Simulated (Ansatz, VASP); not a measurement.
**V in VASP and in Ansatz**

```
V
1.0
    -1.50419    1.50419    1.50419
     1.50419   -1.50419    1.50419
     1.50419    1.50419   -1.50419
V
1
Direct
  0.00000 0.00000 0.00000
```

Alike in both runs: task single point; functional revPBE; dispersion D3(BJ); k mesh 12 × 12 × 12; occupations fermi-dirac, width 0.05 eV; collinear spin.

|  | VASP | Ansatz |
| --- | --- | --- |
| version | VASP 6.6.1 | Ansatz 0.2.0 |
| potentials or method | VASP PAW PBE potentials, release 64 (V_sv) | Ansatz PAW |
| plane-wave cutoff (eV) | 520 | 420 |
| valence electrons in the cell | 13 | 13 |

```tsv
	VASP	Ansatz	Ansatz less VASP
gap on the k mesh at the Fermi level (eV)	none	none	-
pressure (GPa)	-14.2	-14.5	-0.24
net moment per atom (μB)	0.00	0.00	0.000
```

VASP's potentials were made for PBE, not for revPBE. A gap of «none» marks a metal or a gap that the smearing closes.
